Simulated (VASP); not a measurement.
# BaH2 (P6_3/mmc) in VASP: notebook

BaH2 is run at these levels: r2SCAN; tasks: relaxation of shape and atoms at fixed volume.

All numbers are computed with VASP 6.6.1; they aren't measurements. Logs are shortened: lines on timing, memory, paths and dates and some standing lists are left out, and cuts for length are marked.

## (1) The cell of the first run

Symmetry: P6_3/mmc, No. 194, hexagonal system. Conventional cell: a = 4.482 Å, b = 4.482 Å, c = 6.060 Å, α = 90.00°, β = 90.00°, γ = 120.00°. Ba (site symmetry -6m2) has 11 H at 2.59 to 3.03 Å within 3.4 Å. Within 3.4 Å of H (site symmetry -6m2) lie 5 Ba at 2.59 to 3.03 Å and 6 H at 3.00 Å. Within 3.9 Å of H (site symmetry -3m) lie 6 Ba at 3.00 Å and 8 H at 3.00 to 3.03 Å.

## (2) Relaxation of shape and atoms at fixed volume, r2SCAN (17.57 Å³/atom)

Contents of POSCAR:

```
BaH2
1.0
    4.4823646598      0.0000000000      0.0000000000
   -2.2411823299      3.8818416644      0.0000000000
    0.0000000000      0.0000000000      6.0598226277
Ba H
2 4
Direct
    0.6666666667      0.3333333333      0.7500000000
    0.3333333333      0.6666666667      0.2500000000
    0.3333333333      0.6666666667      0.7500000000
    0.6666666667      0.3333333333      0.2500000000
    0.0000000000      0.0000000000      0.5000000000
    0.0000000000      0.0000000000      0.0000000000
```

Contents of INCAR.step1:

```
  PREC = Accurate
  ENCUT = 600
  ISMEAR = 0
  SIGMA = 0.02
  LREAL = False
  LASPH = True
  NELM = 100
  GGA = PE
  ALGO = Normal
  EDIFF = 1E-4
  LWAVE = True
  LCHARG = False
```

Contents of INCAR.step2:

```
  PREC = Accurate
  ENCUT = 600
  EDIFF = 1E-7
  ISMEAR = 0
  SIGMA = 0.02
  LREAL = False
  LASPH = True
  NELM = 100
  ALGO = Normal
  ISIF = 4
  LWAVE = False
  LCHARG = False
  METAGGA = R2SCAN
  LMIXTAU = True
  IBRION = 2
  NSW = 50
  EDIFFG = -0.01
  ISTART = 1
```

Contents of KPOINTS:

```
Automatic mesh
0
Gamma
  6 6 6
```

Potentials or basis: VASP PAW PBE potentials, release 64 (Ba_sv, H).

Started as:

```bash
$ cat potpaw_PBE.64/Ba_sv/POTCAR potpaw_PBE.64/H/POTCAR > POTCAR
$ cp INCAR.step1 INCAR
$ mpirun -np 1 vasp_std > vasp.out
$ cp INCAR.step2 INCAR
$ mpirun -np 1 vasp_std > vasp.out
```

OUTCAR:

```text
PREC = Accurate
   ENCUT = 600
   EDIFF = 1E-7
   ISMEAR = 0
   LREAL = False
   LASPH = True
   NELM = 100
   ISIF = 4
   METAGGA = R2SCAN
   IBRION = 2
   NSW = 50
   EDIFFG = -0.01
   ISTART = 1

 ion  position               nearest neighbor table
   1  0.667  0.333  0.750-   3 2.59   3 2.59   3 2.59   2 3.98   2 3.98   2 3.98   2 3.98   2 3.98
                             2 3.98
   2  0.333  0.667  0.250-   4 2.59   4 2.59   4 2.59   1 3.98   1 3.98   1 3.98   1 3.98   1 3.98
                             1 3.98
   3  0.333  0.667  0.750-   1 2.59   1 2.59   1 2.59
   4  0.667  0.333  0.250-   2 2.59   2 2.59   2 2.59
   5  0.000  0.000  0.500-
   6  0.000  0.000  0.000-

  LATTYP: Found a hexagonal cell.
 ALAT       =     4.4823646598
 C/A-ratio  =     1.3519253982

  Lattice vectors:

 A1 = (   4.4823646598,   0.0000000000,   0.0000000000)
 A2 = (  -2.2411823299,   3.8818416644,   0.0000000000)
 A3 = (   0.0000000000,   0.0000000000,   6.0598226277)

Analysis of symmetry for initial positions (statically):
=====================================================================
 Subroutine PRICEL returns:
 Original cell was already a primitive cell.

 Routine SETGRP: Setting up the symmetry group for a
 hexagonal supercell.

 Subroutine GETGRP returns: Found 24 space group operations
 (whereof 12 operations were pure point group operations)
 out of a pool of 24 trial point group operations.

The static configuration has the point symmetry D_3d.
 The point group associated with its full space group is D_6h.

Analysis of symmetry for dynamics (positions and initial velocities):
=====================================================================
 Subroutine PRICEL returns:
 Original cell was already a primitive cell.

 Routine SETGRP: Setting up the symmetry group for a
 hexagonal supercell.

 Subroutine GETGRP returns: Found 24 space group operations
 (whereof 12 operations were pure point group operations)
 out of a pool of 24 trial point group operations.

The dynamic configuration has the point symmetry D_3d.
 The point group associated with its full space group is D_6h.

 Subroutine INISYM returns: Found 24 space group operations
 (whereof 12 operations are pure point group operations),
 and found     1 'primitive' translations

----------------------------------------------------------------------------------------

                                     Primitive cell

  volume of cell :     105.4399

  direct lattice vectors                    reciprocal lattice vectors
     4.482364660  0.000000000  0.000000000     0.223096530  0.128804841  0.000000000
    -2.241182330  3.881841664  0.000000000     0.000000000  0.257609683  0.000000000
     0.000000000  0.000000000  6.059822628     0.000000000  0.000000000  0.165021332

  length of vectors
     4.482364660  4.482364660  6.059822628     0.257609683  0.257609683  0.165021332

  position of ions in fractional coordinates (direct lattice)
     0.666666667  0.333333333  0.750000000
     0.333333333  0.666666667  0.250000000
     0.333333333  0.666666667  0.750000000
     0.666666667  0.333333333  0.250000000
     0.000000000  0.000000000  0.500000000
     0.000000000  0.000000000  0.000000000

  ion indices of the primitive-cell ions
   primitive index   ion index
                 1           1
                 2           2
                 3           3
                 4           4
                 5           5
                 6           6

----------------------------------------------------------------------------------------

 KPOINTS: Automatic mesh

Automatic generation of k-mesh.
 Grid dimensions read from file:
 generate k-points for:    6    6    6

 Generating k-lattice:

  Cartesian coordinates                     Fractional coordinates (reciprocal lattice)
     0.037182755  0.021467474  0.000000000     0.166666667  0.000000000  0.000000000
     0.000000000  0.042934947  0.000000000     0.000000000  0.166666667  0.000000000
     0.000000000  0.000000000  0.027503555     0.000000000  0.000000000  0.166666667

  Length of vectors
     0.042934947  0.042934947  0.027503555

  Shift w.r.t. Gamma in fractional coordinates (k-lattice)
     0.000000000  0.000000000  0.000000000

 Subroutine IBZKPT returns following result:
 ===========================================

 Found     28 irreducible k-points:

 Following reciprocal coordinates:
            Coordinates               Weight
  0.000000  0.000000  0.000000      1.000000
  0.166667  0.000000  0.000000      6.000000
  0.333333  0.000000  0.000000      6.000000
  0.500000  0.000000  0.000000      3.000000
  0.166667  0.166667  0.000000      6.000000
  0.333333  0.166667  0.000000     12.000000
[... 16 lines left out ...]
  0.166667  0.000000  0.500000      6.000000
  0.333333  0.000000  0.500000      6.000000
 [... further k-points ...]
   k-points           NKPTS =     28   k-points in BZ     NKDIM =     28   number of bands    NBANDS=     16
   number of dos      NEDOS =    301   number of ions     NIONS =      6
   total plane-waves  NPLWV =  62208
   dimension x,y,z NGX =    36 NGY =   36 NGZ =   48
   dimension x,y,z NGXF=    72 NGYF=   72 NGZF=   96
   ions per type =               2   4
   NGX,Y,Z   is equivalent  to a cutoff of  13.35, 13.35, 13.17 a.u.
   NGXF,Y,Z  is equivalent  to a cutoff of  26.70, 26.70, 26.34 a.u.
 SYSTEM =  unknown system
   PREC   = accura    normal or accurate (medium, high low for compatibility)
   ISTART =      1    job   : 0-new  1-cont  2-samecut
   ICHARG =      0    charge: 1-file 2-atom 10-const
   ISPIN  =      1    spin polarized calculation?
   LNONCOLLINEAR =      F non collinear calculations
   LSORBIT =      F    spin-orbit coupling
   LASPH  =      T    aspherical Exc in radial PAW
   ENCUT  =  600.0 eV  44.10 Ry    6.64 a.u.   8.95  8.95 12.10*2*pi/ulx,y,z
   NELM   =    100;   NELMIN=  2; NELMDL=  0     # of ELM steps
   EDIFF  = 0.1E-06   stopping-criterion for ELM
   LREAL  =      F    real-space projection
   EDIFFG = -.1E-01   stopping-criterion for IOM
   NSW    =     50    number of steps for IOM
   IBRION =      2    ionic relax: 0-MD 1-quasi-New 2-CG
   NFREE  =      1    steps in history (QN), initial steepest desc. (CG)
   ISIF   =      4    stress and relaxation
   ISYM   =      2    0-nonsym 1-usesym 2-fastsym
   POTIM  = 0.5000    time-step for ionic-motion
   TEBEG  =    0.0;   TEEND  =   0.0 temperature during run
   PSTRESS=    0.0 pullay stress
   NELECT =      24.0000    total number of electrons
   NUPDOWN=      -1.0000    fix difference up-down
   EMIN   =  10.00;   EMAX   =-10.00  energy-range for DOS
   EFERMI =   0.00;   METHOD = LEGACY
   ISMEAR =     0;   SIGMA  =   0.02  broadening in eV -4-tet -1-fermi 0-gaus
   EFERMI_NEDOS =   21; number of points for ismear=-14 and -15
   IALGO  =     38    algorithm
   IMIX   =      4    mixing-type and parameters
     AMIX     =   0.40;   BMIX     =  1.00
     AMIX_MAG =   1.60;   BMIX_MAG =  1.00
  volume/ion in A,a.u.               =      17.57       118.59
  Fermi-wavevector in a.u.,A,eV,Ry     =   0.999563  1.888901 13.593943  0.999127
  Thomas-Fermi vector in A             =   2.131862
   LORBIT       =      0    0 simple, 1 ext, 2 COOP (PROOUT), +10 PAW based schemes
   METAGGA = R2SCAN    functional components
   LHFCALC =     F    Hartree Fock is set to
   AEXX    =    0.0000 exact exchange contribution
   IVDW    =     0    specifies the selected vdW correction
   LEPSILON=     F    determine dielectric tensor
   LRPA    =     F    only Hartree local field effects (RPA)
 conjugate gradient relaxation of ions
 non-spin polarized calculation
 Gauss-broadening in eV      SIGMA  =   0.02
  energy-cutoff  :      600.00
  volume of cell :      105.44
 maximum number of plane-waves:      3549
 NGX is ok and might be reduce to    36
   NGX = 17   NGY = 17   NGZ = 25

--------------------------------------- Ionic step        1  -------------------------------------------

 number of electron      23.9999999 magnetization

 Free energy of the ion-electron system (eV)
  ---------------------------------------------------
  ext. energy  EPLUGINS =         0.00000000
  ---------------------------------------------------
  free energy    TOTEN  =       -70.23026861 eV

  energy without entropy =      -70.23026861  energy(sigma->0) =      -70.23026861

------------------------ aborting loop because EDIFF is reached ----------------------------------------

  FORCE on cell =-STRESS in cart. coord.  units (eV):
  Direction    XX          YY          ZZ          XY          YZ          ZX
  --------------------------------------------------------------------------------------
  -------------------------------------------------------------------------------------
  Total       -0.3597206     -0.3597206     -0.1196308     -0.0000000     -0.0000000      0.0000000
  in kB       -5.4660173     -5.4660173     -1.8178111     -0.0000000     -0.0000000      0.0000000
  external PRESSURE =      -4.2499486 kB  Pullay stress =       0.0000000 kB
[... 65 lines left out ...]
  energy  without entropy=      -70.2305400473  energy(sigma->0) =      -70.23054005

--------------------------------------- Ionic step        3  -------------------------------------------

 number of electron      23.9999999 magnetization

 Free energy of the ion-electron system (eV)
  ---------------------------------------------------
  ext. energy  EPLUGINS =         0.00000000
  ---------------------------------------------------
  free energy    TOTEN  =       -70.23089521 eV

  energy without entropy =      -70.23089521  energy(sigma->0) =      -70.23089521

 E-fermi :   0.9801     XC(G=0):  -8.9920

 val. band max:        0.8417038500   @ k =   0.0000   0.0000   0.0000
 cond. band min:       2.9605677572   @ k =   0.3333   0.3333   0.5000
 fundamental gap:      2.1188639072
 Fermi energy:         0.9800512412

 k-point     1 :       0.0000    0.0000    0.0000
  band No.  band energies     occupation
      1     -27.0335      2.00000
      2     -26.8650      2.00000
      3     -12.4488      2.00000
      4     -11.6182      2.00000
      5     -11.6182      2.00000
      6     -11.3996      2.00000
[... 8 lines left out ...]
     15       5.2209      0.00000
     16       5.2261      0.00000
[... 420 lines left out ...]
  band No.  band energies     occupation
      1     -26.9250      2.00000
      2     -26.9250      2.00000
      3     -12.2387      2.00000
      4     -12.2387      2.00000
      5     -11.5734      2.00000
      6     -11.5734      2.00000
[... 8 lines left out ...]
     15       5.0308      0.00000
     16       5.0308      0.00000

 [... further k-points ...]
[... 5 lines left out ...]
  --------------------------------------------------------------------------------------
  -------------------------------------------------------------------------------------
  Total       -0.2230348     -0.2230348     -0.2191999     -0.0000000      0.0000000      0.0000000
  in kB       -3.3890527     -3.3890527     -3.3307803     -0.0000000      0.0000000      0.0000000
  external PRESSURE =      -3.3696286 kB  Pullay stress =       0.0000000 kB
[... 21 lines left out ...]
  FREE ENERGIE OF THE ION-ELECTRON SYSTEM (eV)
  ---------------------------------------------------
  free  energy   TOTEN  =       -70.2308952118 eV

  energy  without entropy=      -70.2308952118  energy(sigma->0) =      -70.23089521

 reached required accuracy - stopping structural energy minimisation
```

Wall time 19 min (1 thread of Oxide Virtual Turin-like, shared host); peak memory 0.26 GiB.

What came out:

* Free energy: -70.2309 eV
* Energy gained by relaxing: 0.1 meV/atom
* Ionic steps: 3
* Pressure after relaxing: -0.3 GPa
* Band gap on the k mesh: 2.12 eV (least direct gap 3.21 eV)

The path:
| step | energy change (eV) | largest force (eV/Å) | pressure (GPa) | volume (Å³) |
| --- | --- | --- | --- | --- |
| 1 | 0.0000 | 0.0000 | -0.42 | 105.44 |
| 2 | -0.0003 | 0.0000 | -0.40 | 105.44 |
| 3 | -0.0006 | 0.0000 | -0.34 | 105.44 |

Final structure:
```
Ba H
1.0
     4.47086    0.00000    0.00000
    -2.23543    3.87188    0.00000
     0.00000    0.00000    6.09106
Ba H
2 4
Cartesian
  2.2354 1.2906 4.5683
  0.0000 2.5813 1.5228
  0.0000 2.5813 4.5683
  2.2354 1.2906 1.5228
  -2.2354 3.8719 3.0455
  -2.2354 3.8719 0.0000
```

Caveat: the PAW data sets were made with another functional, which shifts forces and pressure a little; spin-orbit coupling is left out, which moves the levels of the heavy elements. A k mesh can miss the band edges.

## (3) Relaxation of shape and atoms at fixed volume, r2SCAN (18.09 Å³/atom)

This run uses another cell than the first one, of 18.09 Å³/atom.

POSCAR, as its differences from that of step 2:

```diff
@@ -2,5 +2,5 @@
 1.0
-    4.4823646598      0.0000000000      0.0000000000
-   -2.2411823299      3.8818416644      0.0000000000
-    0.0000000000      0.0000000000      6.0598226277
+    4.5108827641      0.0000000000      0.0000000000
+   -2.2554413820      3.9065390672      0.0000000000
+    0.0000000000      0.0000000000      6.1577186742
 Ba H
```

Contents of INCAR.step1:

```
SYSTEM = BaH2
ALGO = Normal ; EDIFF = 1E-4
ENCUT = 600 ; GGA = PE
ISMEAR = 0 ; LASPH = .TRUE.
LCHARG = .FALSE. ; LREAL = .FALSE.
LWAVE = .TRUE. ; NELM = 80
PREC = Accurate ; SIGMA = 0.02
```

Contents of INCAR.step2:

```
SYSTEM = BaH2
ALGO = Normal ; EDIFF = 1E-6
EDIFFG = -0.01 ; ENCUT = 600
IBRION = 2 ; ISIF = 4
ISMEAR = 0 ; ISTART = 1
LASPH = .TRUE. ; LCHARG = .FALSE.
LMIXTAU = .TRUE. ; LREAL = .FALSE.
LWAVE = .FALSE. ; METAGGA = R2SCAN
NELM = 80 ; NSW = 50
PREC = Accurate ; SIGMA = 0.02
```

Contents of KPOINTS:

```
k-points
0
G
  6 6 6
  0 0 0
```

Potentials or basis: VASP PAW PBE potentials, release 64 (Ba_sv, H).

Started as:

```bash
$ cat potpaw_PBE.64/Ba_sv/POTCAR potpaw_PBE.64/H/POTCAR > POTCAR
$ cp INCAR.step1 INCAR
$ mpirun -np 1 vasp_std > vasp.out
$ cp INCAR.step2 INCAR
$ mpirun -np 1 vasp_std > vasp.out
```

It took 18 min on 1 thread of Oxide Virtual Turin-like, shared host; peak memory 0.26 GiB.

The run converged. Its results:

```
Free energy               : -70.2170 eV
Energy gained by relaxing : 0.1 meV/atom
Ionic steps               : 3
Pressure after relaxing   : -1.2 GPa
Band gap on the k mesh    : 2.08 eV (least direct gap 3.23 eV)
```

The path:
```
step  energy change (eV)  largest force (eV/Å)  pressure (GPa)  volume (Å³)
   1              0.0000                0.0000           -1.25       108.51
   2             -0.0004                0.0000           -1.23       108.51
   3             -0.0009                0.0000           -1.15       108.51
```

Final structure:
```yaml
crystal:
  lattice:
    - [4.49769, 0.00000, 0.00000]
    - [-2.24884, 3.89511, 0.00000]
    - [0.00000, 0.00000, 6.19390]
  atoms:
    - { symbol: Ba, position: [0.66667, 0.33333, 0.75000] }
    - { symbol: Ba, position: [0.33333, 0.66667, 0.25000] }
    - { symbol: H, position: [0.33333, 0.66667, 0.75000] }
    - { symbol: H, position: [0.66667, 0.33333, 0.25000] }
    - { symbol: H, position: [0.00000, 0.00000, 0.50000] }
    - { symbol: H, position: [0.00000, 0.00000, 0.00000] }
```

Levels at points of the mesh, in eV from the valence-band top:
| k point | band 10 | band 11 | band 12 | band 13 | band 14 | band 15 |
| --- | --- | --- | --- | --- | --- | --- |
| (0.00, 0.00, 0.00) | -2.85 | -0.60 | 0.00 | 3.35 | 3.35 | 4.35 |
| (0.50, 0.00, 0.00) | -2.18 | -1.68 | -1.53 | 3.12 | 4.21 | 4.41 |
| (0.00, 0.00, 0.50) | -3.23 | -0.46 | -0.46 | 3.21 | 3.21 | 3.21 |
| (0.50, 0.00, 0.50) | -2.19 | -1.43 | -1.43 | 2.85 | 2.85 | 4.43 |

Caveat: the PAW data sets were made with another functional, which shifts forces and pressure a little; spin-orbit coupling is left out, which moves the levels of the heavy elements. A k mesh can miss the band edges.
